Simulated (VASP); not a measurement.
# KMgF3 (P4/mmm) in VASP: further runs

The runs below take KMgF3 through single point, with PBEsol.

Everything below comes from runs of VASP 6.6.1. Logs are shortened: lines on timing, memory, paths and dates and some standing lists are left out, and cuts for length are marked.

## (1) The cell of the first run

Symmetry: P4/mmm, No. 123, tetragonal system. The conventional cell has a = 4.105 Å, b = 4.105 Å, c = 3.926 Å, α = 90.00°, β = 90.00°, γ = 90.00°. Within 3.7 Å of K (site symmetry 4/mmm) lie 12 F at 2.84 to 2.90 Å and 8 Mg at 3.50 Å. Within 2.6 Å of Mg (site symmetry 4/mmm) lie 6 F at 1.96 to 2.05 Å. F (site symmetry mmm) has 2 Mg at 2.05 Å within 2.7 Å. Within 2.6 Å of F (site symmetry 4/mmm) lie 2 Mg at 1.96 Å.

## (2) Single point, PBEsol (strain +0.030 along x and y, -0.015 along z)

INCAR

```
  PREC = Accurate
  ENCUT = 520
  EDIFF = 1E-6
  ISMEAR = 0
  SIGMA = 0.05
  LREAL = F
  LASPH = T
  NELM = 60
  ALGO = Normal
  ISIF = 2
  LWAVE = F
  LCHARG = F
  GGA = PS
  NBANDS = 24
```

KPOINTS

```
Automatic mesh
0
Gamma
  6 6 6
```

POSCAR

```
KMgF3
1.0
    4.1054770000      0.0000000000      0.0000000000
    0.0000000000      4.1054770000      0.0000000000
    0.0000000000      0.0000000000      3.9261115000
K Mg F
1 1 3
Direct
    0.5000000000      0.5000000000      0.5000000000
    0.0000000000      0.0000000000      0.0000000000
    0.5000000000      0.0000000000      0.0000000000
    0.0000000000      0.5000000000      0.0000000000
    0.0000000000      0.0000000000      0.5000000000
```

Potentials or basis: VASP PAW PBE potentials, release 64 (K_sv, Mg, F).

The run is started by

```bash
$ cat potpaw_PBE.64/K_sv/POTCAR potpaw_PBE.64/Mg/POTCAR potpaw_PBE.64/F/POTCAR > POTCAR
$ mpirun -np 1 vasp_std > vasp.out
```

OUTCAR:

```text
PREC = Accurate
   ENCUT = 520
   EDIFF = 1E-6
   ISMEAR = 0
   LREAL = F
   LASPH = T
   NELM = 60
   ISIF = 2
   GGA = PS

 ion  position               nearest neighbor table
   1  0.500  0.500  0.500-   3 2.84   4 2.84   3 2.84   4 2.84   3 2.84   3 2.84   4 2.84   4 2.84
                             2 3.50   2 3.50   2 3.50   2 3.50   2 3.50   2 3.50   2 3.50   2 3.50
   2  0.000  0.000  0.000-   5 1.96   5 1.96   3 2.05   4 2.05   4 2.05   3 2.05   1 3.50   1 3.50
                             1 3.50   1 3.50   1 3.50   1 3.50   1 3.50   1 3.50
   3  0.500  0.000  0.000-   2 2.05   2 2.05   1 2.84   1 2.84   1 2.84   1 2.84
   4  0.000  0.500  0.000-   2 2.05   2 2.05   1 2.84   1 2.84   1 2.84   1 2.84
   5  0.000  0.000  0.500-   2 1.96   2 1.96

  LATTYP: Found a simple tetragonal cell.
 ALAT       =     4.1054770000
 C/A-ratio  =     0.9563106796

  Lattice vectors:

 A1 = (   4.1054770000,   0.0000000000,   0.0000000000)
 A2 = (   0.0000000000,   4.1054770000,   0.0000000000)
 A3 = (   0.0000000000,   0.0000000000,   3.9261115000)

Analysis of symmetry for initial positions (statically):
=====================================================================
 Subroutine PRICEL returns:
 Original cell was already a primitive cell.

 Routine SETGRP: Setting up the symmetry group for a
 simple tetragonal supercell.

 Subroutine GETGRP returns: Found 16 space group operations
 (whereof 16 operations were pure point group operations)
 out of a pool of 16 trial point group operations.

The static configuration has the point symmetry D_4h.

Analysis of symmetry for dynamics (positions and initial velocities):
=====================================================================
 Subroutine PRICEL returns:
 Original cell was already a primitive cell.

 Routine SETGRP: Setting up the symmetry group for a
 simple tetragonal supercell.

 Subroutine GETGRP returns: Found 16 space group operations
 (whereof 16 operations were pure point group operations)
 out of a pool of 16 trial point group operations.

The dynamic configuration has the point symmetry D_4h.

 Subroutine INISYM returns: Found 16 space group operations
 (whereof 16 operations are pure point group operations),
 and found     1 'primitive' translations

----------------------------------------------------------------------------------------

                                     Primitive cell

  volume of cell :      66.1744

  direct lattice vectors                    reciprocal lattice vectors
     4.105477000  0.000000000  0.000000000     0.243577056  0.000000000  0.000000000
     0.000000000  4.105477000  0.000000000     0.000000000  0.243577056  0.000000000
     0.000000000  0.000000000  3.926111500     0.000000000  0.000000000  0.254704942

  length of vectors
     4.105477000  4.105477000  3.926111500     0.243577056  0.243577056  0.254704942

  position of ions in fractional coordinates (direct lattice)
     0.500000000  0.500000000  0.500000000
     0.000000000  0.000000000  0.000000000
     0.500000000  0.000000000  0.000000000
     0.000000000  0.500000000  0.000000000
     0.000000000  0.000000000  0.500000000

  ion indices of the primitive-cell ions
   primitive index   ion index
                 1           1
                 2           2
                 3           3
                 4           4
                 5           5

----------------------------------------------------------------------------------------

 KPOINTS: Automatic mesh

Automatic generation of k-mesh.
 Grid dimensions read from file:
 generate k-points for:    6    6    6

 Generating k-lattice:

  Cartesian coordinates                     Fractional coordinates (reciprocal lattice)
     0.040596176  0.000000000  0.000000000     0.166666667  0.000000000  0.000000000
     0.000000000  0.040596176  0.000000000     0.000000000  0.166666667  0.000000000
     0.000000000  0.000000000  0.042450824     0.000000000  0.000000000  0.166666667

  Length of vectors
     0.040596176  0.040596176  0.042450824

  Shift w.r.t. Gamma in fractional coordinates (k-lattice)
     0.000000000  0.000000000  0.000000000

 Subroutine IBZKPT returns following result:
 ===========================================

 Found     40 irreducible k-points:

 Following reciprocal coordinates:
            Coordinates               Weight
  0.000000  0.000000  0.000000      1.000000
  0.166667  0.000000  0.000000      4.000000
  0.333333  0.000000  0.000000      4.000000
  0.500000  0.000000  0.000000      2.000000
  0.166667  0.166667  0.000000      4.000000
  0.333333  0.166667  0.000000      8.000000
[... 16 lines left out ...]
  0.333333  0.000000  0.333333      8.000000
  0.500000  0.000000  0.333333      4.000000
 [... further k-points ...]
   k-points           NKPTS =     40   k-points in BZ     NKDIM =     40   number of bands    NBANDS=     24
   number of dos      NEDOS =    301   number of ions     NIONS =      5
   total plane-waves  NPLWV =  30720
   dimension x,y,z NGX =    32 NGY =   32 NGZ =   30
   dimension x,y,z NGXF=    64 NGYF=   64 NGZF=   60
   ions per type =               1   1   3
   NGX,Y,Z   is equivalent  to a cutoff of  12.96, 12.96, 12.70 a.u.
   NGXF,Y,Z  is equivalent  to a cutoff of  25.92, 25.92, 25.41 a.u.
 SYSTEM =  unknown system
   PREC   = accura    normal or accurate (medium, high low for compatibility)
   ISTART =      0    job   : 0-new  1-cont  2-samecut
   ICHARG =      2    charge: 1-file 2-atom 10-const
   ISPIN  =      1    spin polarized calculation?
   LNONCOLLINEAR =      F non collinear calculations
   LSORBIT =      F    spin-orbit coupling
   LASPH  =      T    aspherical Exc in radial PAW
   ENCUT  =  520.0 eV  38.22 Ry    6.18 a.u.   7.63  7.63  7.30*2*pi/ulx,y,z
   NELM   =     60;   NELMIN=  2; NELMDL= -5     # of ELM steps
   EDIFF  = 0.1E-05   stopping-criterion for ELM
   LREAL  =      F    real-space projection
   EDIFFG = 0.1E-04   stopping-criterion for IOM
   NSW    =      0    number of steps for IOM
   IBRION =     -1    ionic relax: 0-MD 1-quasi-New 2-CG
   NFREE  =      0    steps in history (QN), initial steepest desc. (CG)
   ISIF   =      2    stress and relaxation
   ISYM   =      2    0-nonsym 1-usesym 2-fastsym
   POTIM  = 0.5000    time-step for ionic-motion
   TEBEG  =    0.0;   TEEND  =   0.0 temperature during run
   PSTRESS=    0.0 pullay stress
   NELECT =      32.0000    total number of electrons
   NUPDOWN=      -1.0000    fix difference up-down
   EMIN   =  10.00;   EMAX   =-10.00  energy-range for DOS
   EFERMI =   0.00;   METHOD = LEGACY
   ISMEAR =     0;   SIGMA  =   0.05  broadening in eV -4-tet -1-fermi 0-gaus
   EFERMI_NEDOS =   21; number of points for ismear=-14 and -15
   IALGO  =     38    algorithm
   IMIX   =      4    mixing-type and parameters
     AMIX     =   0.40;   BMIX     =  1.00
     AMIX_MAG =   1.60;   BMIX_MAG =  1.00
  volume/ion in A,a.u.               =      13.23        89.31
  Fermi-wavevector in a.u.,A,eV,Ry     =   1.284976  2.428252 22.465425  1.651162
  Thomas-Fermi vector in A             =   2.417137
   LORBIT       =      0    0 simple, 1 ext, 2 COOP (PROOUT), +10 PAW based schemes
   GGA     = PS    functional components
   LHFCALC =     F    Hartree Fock is set to
   AEXX    =    0.0000 exact exchange contribution
   IVDW    =     0    specifies the selected vdW correction
   LEPSILON=     F    determine dielectric tensor
   LRPA    =     F    only Hartree local field effects (RPA)
 non-spin polarized calculation
 Gauss-broadening in eV      SIGMA  =   0.05
  energy-cutoff  :      520.00
  volume of cell :       66.17
 maximum number of plane-waves:      1799
 NGX is ok and might be reduce to    32
   NGX = 15   NGY = 15   NGZ = 15

 number of electron      32.0000017 magnetization

 Free energy of the ion-electron system (eV)
  ---------------------------------------------------
  ext. energy  EPLUGINS =         0.00000000
  ---------------------------------------------------
  free energy    TOTEN  =       -25.21658222 eV

  energy without entropy =      -25.21658222  energy(sigma->0) =      -25.21658222

 E-fermi :  -1.5800     XC(G=0):  -9.7174

 val. band max:       -1.9114603647   @ k =   0.5000   0.5000   0.5000
 cond. band min:       4.8838804295   @ k =   0.0000   0.0000   0.0000
 fundamental gap:      6.7953407942
 Fermi energy:        -1.5799661467

 k-point     1 :       0.0000    0.0000    0.0000
  band No.  band energies     occupation
      1     -27.4882      2.00000
      2     -21.8559      2.00000
      3     -21.2387      2.00000
      4     -21.1410      2.00000
      5     -11.0582      2.00000
      6     -11.0582      2.00000
[... 16 lines left out ...]
     23      11.4642      0.00000
     24      14.0191      0.00000

 k-point     2 :       0.1667    0.0000    0.0000
  band No.  band energies     occupation
      1     -27.4830      2.00000
      2     -21.8349      2.00000
      3     -21.2431      2.00000
      4     -21.1631      2.00000
      5     -11.0522      2.00000
      6     -11.0474      2.00000
[... 16 lines left out ...]
     23      11.4391      0.00000
     24      13.9585      0.00000

 k-point     3 :       0.3333    0.0000    0.0000
  band No.  band energies     occupation
      1     -27.4727      2.00000
      2     -21.7863      2.00000
      3     -21.2698      2.00000
      4     -21.1943      2.00000
      5     -11.0400      2.00000
      6     -11.0256      2.00000
[... 16 lines left out ...]
     23      11.4535      0.00000
     24      13.7322      0.00000
[... 514 lines left out ...]
 k-point    23 :       0.3333    0.0000    0.3333
  band No.  band energies     occupation
      1     -27.4550      2.00000
      2     -21.6448      2.00000
      3     -21.3589      2.00000
      4     -21.2170      2.00000
      5     -11.1060      2.00000
      6     -11.0575      2.00000
[... 16 lines left out ...]
     23      11.9227      0.00000
     24      12.5115      0.00000

 k-point    24 :       0.5000    0.0000    0.3333
  band No.  band energies     occupation
      1     -27.4510      2.00000
      2     -21.6246      2.00000
      3     -21.3071      2.00000
      4     -21.2842      2.00000
      5     -11.1023      2.00000
      6     -11.0952      2.00000
[... 16 lines left out ...]
     23      11.9162      0.00000
     24      12.7457      0.00000

 [... further k-points ...]

------------------------ aborting loop because EDIFF is reached ----------------------------------------

  FORCE on cell =-STRESS in cart. coord.  units (eV):
  Direction    XX          YY          ZZ          XY          YZ          ZX
  --------------------------------------------------------------------------------------
  -------------------------------------------------------------------------------------
  Total       -1.7082707     -1.7082707     -0.0801060      0.0000000      0.0000000      0.0000000
  in kB      -41.3597026    -41.3597026     -1.9394815      0.0000000      0.0000000      0.0000000
  external PRESSURE =     -28.2196289 kB  Pullay stress =       0.0000000 kB

 VOLUME and BASIS-vectors are now :
 -----------------------------------------------------------------------------
  energy-cutoff  :      520.00
  volume of cell :       66.17
      direct lattice vectors                 reciprocal lattice vectors
     4.105477000  0.000000000  0.000000000     0.243577056  0.000000000  0.000000000
     0.000000000  4.105477000  0.000000000     0.000000000  0.243577056  0.000000000
     0.000000000  0.000000000  3.926111500     0.000000000  0.000000000  0.254704942

 POSITION                                       TOTAL-FORCE (eV/Angst)
 -----------------------------------------------------------------------------------
      2.05274      2.05274      1.96306         0.000000      0.000000      0.000000
      0.00000      0.00000      0.00000         0.000000      0.000000      0.000000
      2.05274      0.00000      0.00000         0.000000      0.000000      0.000000
      0.00000      2.05274      0.00000         0.000000      0.000000      0.000000
      0.00000      0.00000      1.96306         0.000000      0.000000      0.000000
 -----------------------------------------------------------------------------------
    total drift:                                0.000000      0.000000     -0.000000

  FREE ENERGIE OF THE ION-ELECTRON SYSTEM (eV)
  ---------------------------------------------------
  free  energy   TOTEN  =       -25.2165822183 eV

  energy  without entropy=      -25.2165822183  energy(sigma->0) =      -25.21658222
```

Run time: 40 s. Hardware: 1 thread of Intel Xeon Platinum 8488C (Sapphire Rapids), shared host; peak memory 0.21 GiB.

Results:

* Free energy: -25.2166 eV
* Pressure: -2.8 GPa
* Band gap on the k mesh: 6.80 eV (least direct gap 7.12 eV)

Caveat: the cell differs from its parent crystal (strain +0.030 along x and y, -0.015 along z); the PAW data sets were made with another functional, which shifts forces and pressure a little. A k mesh can miss the band edges.

## (3) Single point, PBEsol (strain +0.030 along x and y, +0.000 along z)

INCAR

```
SYSTEM = KMgF3
PREC = Accurate
ENCUT = 520
EDIFF = 1E-6
ISMEAR = 0
SIGMA = 0.05
LREAL = .FALSE.
LASPH = .TRUE.
NELM = 80
ALGO = Normal
ISIF = 2
LWAVE = .FALSE.
LCHARG = .FALSE.
GGA = PS
NBANDS = 24
```

KPOINTS

```
regular mesh
0
G
  6 6 6
  0 0 0
```

POSCAR, as its differences from that of step 2:

```diff
@@ -4,3 +4,3 @@
     0.0000000000      4.1054770000      0.0000000000
-    0.0000000000      0.0000000000      3.9261115000
+    0.0000000000      0.0000000000      3.9859000000
 K Mg F
```

Potentials or basis: VASP PAW PBE potentials, release 64 (K_sv, Mg, F).

The run is started by

```bash
$ cat potpaw_PBE.64/K_sv/POTCAR potpaw_PBE.64/Mg/POTCAR potpaw_PBE.64/F/POTCAR > POTCAR
$ mpirun -np 1 vasp_std > vasp.out
```

It took 41 s on 1 thread of Intel Xeon Platinum 8488C (Sapphire Rapids), shared host; peak memory 0.21 GiB.

The run converged. Its results:

```yaml
Free_energy: -25.2108 eV
Pressure: -3.8 GPa
Band_gap_on_the_k_mesh: 6.70 eV (least direct gap 7.02 eV)
```

Stress tensor (GPa, compression positive):
```
-4.62  0.00  0.00
 0.00 -4.62  0.00
 0.00  0.00 -2.25
```

Levels at points of the mesh, in eV from the valence-band top:
| k point | band 12 | band 13 | band 14 | band 15 | band 16 | band 17 | band 18 | band 19 | band 20 | band 21 |
| --- | --- | --- | --- | --- | --- | --- | --- | --- | --- | --- |
| (0.00, 0.00, 0.00) | -0.60 | -0.54 | -0.33 | -0.33 | -0.32 | 6.70 | 9.80 | 9.93 | 11.85 | 12.06 |
| (0.50, 0.00, 0.00) | -0.81 | -0.78 | -0.75 | -0.51 | -0.50 | 9.54 | 9.68 | 10.79 | 12.33 | 12.59 |
| (0.50, 0.50, 0.00) | -0.96 | -0.96 | -0.90 | -0.90 | -0.04 | 10.42 | 11.18 | 11.82 | 11.82 | 12.64 |
| (0.00, 0.00, 0.50) | -0.92 | -0.92 | -0.79 | -0.50 | -0.50 | 9.67 | 9.74 | 10.99 | 12.43 | 12.43 |
| (0.50, 0.00, 0.50) | -1.06 | -0.95 | -0.82 | -0.81 | -0.02 | 10.45 | 11.33 | 11.89 | 11.98 | 12.42 |
| (0.50, 0.50, 0.50) | -1.13 | -1.04 | -0.02 | 0.00 | 0.00 | 10.06 | 10.06 | 10.08 | 13.24 | 13.73 |

Caveat: the cell differs from its parent crystal (strain +0.030 along x and y, +0.000 along z); the cell stands under tension; the PAW data sets were made with another functional, which shifts forces and pressure a little.

[end of part 1 of 2]
